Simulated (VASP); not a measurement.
Input of a VASP 6.6.1 run:

The input INCAR:

```
SYSTEM = H11C2NO4
ALGO = Normal
EDIFF = 1E-6
ENCUT = 520
GGA = PE
ISIF = 2
ISMEAR = -1
LASPH = .TRUE.
LCHARG = .TRUE.
LELF = .TRUE.
LREAL = Auto
LVHAR = .TRUE.
LWAVE = .FALSE.
NBANDS = 39
NELM = 100
PREC = Accurate
SIGMA = 0.02
```

The input KPOINTS:

```
k-points
0
G
  1 1 1
  0 0 0
```

POSCAR

```
H11C2NO4
1.0
    5.9154820000      0.0000000000      0.0000000000
    0.0000000000      5.9154820000      0.0000000000
    0.0000000000      0.0000000000      5.9154820000
O H C N
4 11 2 1
Direct
    0.9450117505      0.1564369564      0.6397280898
    0.6574781227      0.5795639307      0.5481041105
    0.4052078935      0.9240667117      0.7207189541
    0.6375811810      1.0883305874      0.2209794570
    1.0963434594      0.1130592570      0.6058677890
    0.9527879554      0.3225603594      0.6490933452
    0.7416132785      0.7004670118      0.4734356389
    0.5417479083      0.5083102273      0.4270488863
    0.3931209663      0.9883556403      0.8655761272
    0.4835278004      0.7846359773      0.7430839955
    0.6943643815      1.1269411351      0.3775347470
    0.7756088177      1.0647145913      0.1321954830
    0.9911280264      0.8428729899      0.8875016440
    0.9369312594      0.5634874724      0.8108553115
    0.8120048375      0.6702750511      1.0504976602
    0.9729553737      0.6632595619      0.9575889167
    1.1644190617      0.5772817836      1.0936555973
    1.3077717082      0.5050983166      1.2061908058
```

Potentials or basis: VASP PAW PBE potentials, release 64 (O, H, C, N).

The run is started by

```console
$ cat potpaw_PBE.64/O/POTCAR potpaw_PBE.64/H/POTCAR potpaw_PBE.64/C/POTCAR potpaw_PBE.64/N/POTCAR > POTCAR
$ mpirun -np 1 vasp_gam > vasp.out
```

(1) Estimate the largest force.

(2) What does it give for the band gap on the k mesh?

Results:

(1) 2.772 eV/Å.

(2) 4.69 eV.

Caveat: the k points lie up to 1.06 Å⁻¹ apart.
